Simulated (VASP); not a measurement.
BN:

```
B N
1.0
     2.53600    0.00000    0.00000
    -1.26800    2.19624    0.00000
     0.00000    0.00000    4.19900
B N
2 2
Direct
  0.66667 0.33333 0.00000
  0.33333 0.66667 0.50000
  0.66667 0.33333 0.37500
  0.33333 0.66667 0.87500
```

| Item | Value |
| --- | --- |
| Program | VASP 6.6.1 |
| Task | relaxation of volume and atoms at fixed shape |
| Functional | PBE |
| Potentials or basis | VASP PAW PBE potentials, release 64 (B, N) |
| Cutoff | 600 eV |
| k mesh | 10 × 10 × 5 |
| Occupations | gaussian, width 0.02 eV |
| Spin | no spin polarisation |

At the start: pressure 8.0 GPa; volume 5.85 Å³/atom.

Question: How do energy, volume and symmetry change on relaxing?

Answer: Over 6 steps the energy falls by 3.0 meV/atom and the volume is 5.97 Å³/atom (+2.0 %); space group P6_3mc (No. 186, to 0.05 Å).

The path:
| step | energy change (eV) | largest force (eV/Å) | pressure (GPa) | volume (Å³) |
| --- | --- | --- | --- | --- |
| 1 | 0.0000 | 0.0579 | 7.99 | 23.39 |
| 2 | 0.0010 | 0.1025 | -7.71 | 24.39 |
| 3 | -0.0120 | 0.0240 | 0.03 | 23.87 |
| 4 | -0.0120 | 0.0225 | 0.17 | 23.86 |
| 5 | -0.0120 | 0.0233 | 0.08 | 23.87 |
| 6 | -0.0120 | 0.0015 | 0.12 | 23.86 |

Final structure:
```cif
data_structure
_symmetry_space_group_name_H-M 'P 1'
_symmetry_Int_Tables_number 1
_cell_length_a 2.5531
_cell_length_b 2.5531
_cell_length_c 4.2274
_cell_angle_alpha 90.000
_cell_angle_beta 90.000
_cell_angle_gamma 120.000
_cell_volume 23.86
loop_
_atom_site_label
_atom_site_type_symbol
_atom_site_fract_x
_atom_site_fract_y
_atom_site_fract_z
_atom_site_occupancy
B1 B 0.66667 0.33333 0.00020 1
B2 B 0.33333 0.66667 0.50020 1
N1 N 0.66667 0.33333 0.37480 1
N2 N 0.33333 0.66667 0.87480 1
```
